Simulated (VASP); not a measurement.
Here is a VASP 6.6.1 calculation.

Contents of INCAR:

```
  ALGO = Normal
  EDIFF = 1E-6
  EDIFFG = -0.005
  ENCUT = 600
  GGA = PS
  IBRION = 2
  ISIF = 3
  ISMEAR = -1
  LASPH = T
  LCHARG = F
  LREAL = F
  LWAVE = F
  NELM = 80
  NSW = 80
  PREC = Accurate
  SIGMA = 0.05
```

Contents of KPOINTS:

```
k-points
0
Gamma
  8 8 8
```

The input POSCAR:

```
CuI
1.0
    0.0000000000      3.0315000000      3.0315000000
    3.0315000000      0.0000000000      3.0315000000
    3.0315000000      3.0315000000      0.0000000000
I Cu
1 1
Direct
    0.0000000000      0.0000000000      0.0000000000
    0.7500000000      0.7500000000      0.7500000000
```

Potentials or basis: VASP PAW PBE potentials, release 64 (I, Cu).

Launch:

```sh
$ cat potpaw_PBE.64/I/POTCAR potpaw_PBE.64/Cu/POTCAR > POTCAR
$ mpirun -np 1 vasp_std > vasp.out
```

Task: What does it give for the relaxed volume?

Result: 26.30 Å³/atom.

Task: What does it give for the band gap on the k mesh?

Result: 1.18 eV.

Task: What does it give for the space group after relaxing (to 0.1 Å)?

Result: F-43m (No. 216).

Task: Estimate the relaxed cell.

Result: a = 4.206 Å, b = 4.206 Å, c = 4.206 Å, α = 60.00°, β = 60.00°, γ = 60.00°.

Final structure:
```
I Cu
1.0
     0.00000    2.97384    2.97384
     2.97384    0.00000    2.97384
     2.97384    2.97384    0.00000
I Cu
1 1
Cartesian
  0.0000 0.0000 0.0000
  4.4608 4.4608 4.4608
```

Caveat: the PAW data sets were made with another functional, which shifts forces and pressure a little; spin-orbit coupling is left out, which moves the levels of the heavy elements. As with any semilocal functional, this PBEsol gap is likely too small.
